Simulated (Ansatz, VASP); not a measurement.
Two plane-wave programs on Pd

```
Pd
1.0
     0.00000    2.01311    2.01311
     2.01311    0.00000    2.01311
     2.01311    2.01311    0.00000
Pd
1
Direct
  0.00000 0.00000 0.00000
```

Alike in both runs: task single point; functional revPBE; k mesh 22 × 22 × 22; occupations fermi-dirac, width 0.1 eV; no spin polarisation.

|  | VASP | Ansatz |
| --- | --- | --- |
| version | VASP 6.6.1 | Ansatz 0.2.0 |
| potentials or method | VASP PAW PBE potentials, release 64 (Pd), cutoff 500 eV | plane waves (420 eV) with PAW, scalar-relativistic |
| valence electrons in the cell | 10 | 18 |

```tsv
	VASP	Ansatz	Ansatz less VASP
pressure (GPa)	-5.6	-5.4	+0.14
```

VASP's potentials were made for PBE, not for revPBE. VASP's potentials hold 10 valence electrons a cell and Ansatz's 18, so a difference there can come from the potentials and not from the codes.
